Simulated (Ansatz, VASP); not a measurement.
One calculation of AlNi3, two programs

```
CELL_PARAMETERS angstrom
0.00000 2.48359 2.79841
3.11323 0.00000 2.79841
3.11323 2.48359 0.00000
ATOMIC_POSITIONS crystal
Al 0.50000 0.50000 0.50000
Ni 0.25000 0.25000 0.25000
Ni 0.00000 0.00000 0.00000
Ni 0.75000 0.75000 0.75000
```

Change from the starting cell: strain +0.1125 x Voigt [1, -1, 0, 0, 0, 0], atoms carried along.

Alike in both runs: task single point; functional PBEsol; k mesh 14 × 14 × 14; occupations gaussian, width 0.15 eV; no spin polarisation.

|  | VASP | Ansatz |
| --- | --- | --- |
| version | VASP 6.6.1 | Ansatz 0.2.0 |
| potentials or method | VASP PAW PBE potentials, release 64 (Al, Ni), cutoff 520 eV | scalar-relativistic, plane waves, PAW |
| valence electrons in the cell | 33 | 57 |

VASP gave:

- gap on the k mesh at the Fermi level (eV): none
- pressure (GPa): 4.0
- traceless stress, the component that is largest in VASP (GPa): 8.64

Question: Estimate Ansatz's values.

Answer: gap on the k mesh at the Fermi level (eV): none; pressure (GPa): 4.0; traceless stress, the component that is largest in VASP (GPa): 8.57.

VASP's potentials were made for PBE, not for PBEsol. A gap of «none» marks a metal or a gap that the smearing closes. VASP's potentials hold 33 valence electrons a cell and Ansatz's 57, so a difference there can come from the potentials and not from the codes.
